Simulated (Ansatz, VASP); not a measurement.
## One calculation of ZnGa4O2, two programs

```xyz
7
Lattice="-2.1779 2.1779 6.2334 2.1779 -2.1779 6.2334 2.1779 2.1779 -6.2334" Properties=species:S:1:pos:R:3 pbc="T T T"
Zn    0.0000    0.0000    0.0000
Ga   -0.9228    0.9228    8.0055
Ga    0.9228   -0.9228    8.0055
Ga    1.2551    1.2551   -1.7721
Ga    0.9228    0.9228    4.4612
O     2.1779    0.0000    3.1167
O     0.0000    2.1779    3.1167
```

Alike in both runs: functional PBE; k mesh 5 × 5 × 5; occupations gaussian, width 0.2 eV; no spin polarisation.

Ansatz relaxed the structure, and its values are those at the end. VASP's run is a single point on that final structure, the one shown.

|  | VASP | Ansatz |
| --- | --- | --- |
| version | VASP 6.6.1 | Ansatz 0.2.0 |
| potentials or method | VASP PAW PBE potentials, release 64 (Zn, Ga_d, O), cutoff 520 eV | scalar-relativistic, plane waves, PAW |
| valence electrons in the cell | 76 | 76 |

Ansatz gave:

| Property | Result |
| --- | --- |
| gap on the k mesh at the Fermi level (eV) | none |
| pressure (GPa) | 0.1 |
| rms of the force components (eV/Å) | 0.011 |

Question: What did VASP give for the same quantities?

Answer: gap on the k mesh at the Fermi level (eV): none; pressure (GPa): 0.4; rms of the force components (eV/Å): 0.025.

A gap of «none» marks a metal or a gap that the smearing closes.

The k mesh is coarse, so the values compare programs but aren't converged.
